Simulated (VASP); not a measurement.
A run of VASP 6.6.1:

INCAR

```
PREC = Accurate
ENCUT = 520
EDIFF = 1E-6
ISMEAR = 0
SIGMA = 0.1
LREAL = F
LASPH = T
NELM = 150
ALGO = Normal
ISIF = 2
LWAVE = F
LCHARG = T
ISPIN = 2
MAGMOM = 1 0 0
LORBIT = 11
LMAXMIX = 4
GGA = PE
LELF = T
LVHAR = T
NBANDS = 22
```

File KPOINTS:

```
Automatic mesh
0
Gamma
  6 6 6
```

The input POSCAR:

```
AgO2
1.0
    3.1270253464     -1.8107650974      0.0000000000
    3.1270253464      1.8107650974      0.0000000000
   -2.2226755360      0.0000000000      3.6071343975
Ag O
1 2
Direct
    0.5000000000      0.5000000000      0.5000000000
    0.0664167288      0.0664167288      0.1921636889
    0.9335832712      0.9335832712      0.8078363111
```

Potentials or basis: VASP PAW PBE potentials, release 64 (Ag, O).

Command:

```bash
$ cat potpaw_PBE.64/Ag/POTCAR potpaw_PBE.64/O/POTCAR > POTCAR
$ mpirun -np 1 vasp_std > vasp.out
```

Hardware: 1 thread of Oxide Virtual Turin-like Processor, with other jobs on the host.

Q: Estimate the wall time of this run.

A: Run time: 2.3 min on 1 thread of Oxide Virtual Turin-like Processor (shared host), peak memory 0.2 GiB. Counts: scf iterations 16, k points 68.
